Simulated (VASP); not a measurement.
Crystal: CdS.

```
Cd S
1.0
     4.40853    0.00000    0.00000
    -2.20426    3.81790    0.00000
     0.00000    0.00000    5.74812
Cd S
2 2
Direct
  0.33333 0.66667 0.25000
  0.66667 0.33333 0.75000
  0.66667 0.33333 0.25000
  0.33333 0.66667 0.75000
```

Base run:

```yaml
Program: VASP 6.6.1
Functional: r2SCAN
Potentials_or_basis: VASP PAW PBE potentials, release 64 (Cd, S)
Cutoff: 520 eV
k_mesh: 6 × 6 × 4
Occupations: gaussian, width 0.01 eV
Spin: no spin polarisation
```

Its results: band gap on the k mesh 1.46 eV (least direct gap 1.73 eV).

The run is repeated on the same cell with these changes: functional from r2SCAN to PBE; further incar settings from ALGO = Normal; EDIFF = 1e-06; NBANDS = 26 to ALGO = Normal; EDIFF = 1e-08. What comes out?

Band gap on the k mesh 0.99 eV (least direct gap 1.26 eV).

A k mesh can miss the band edges.
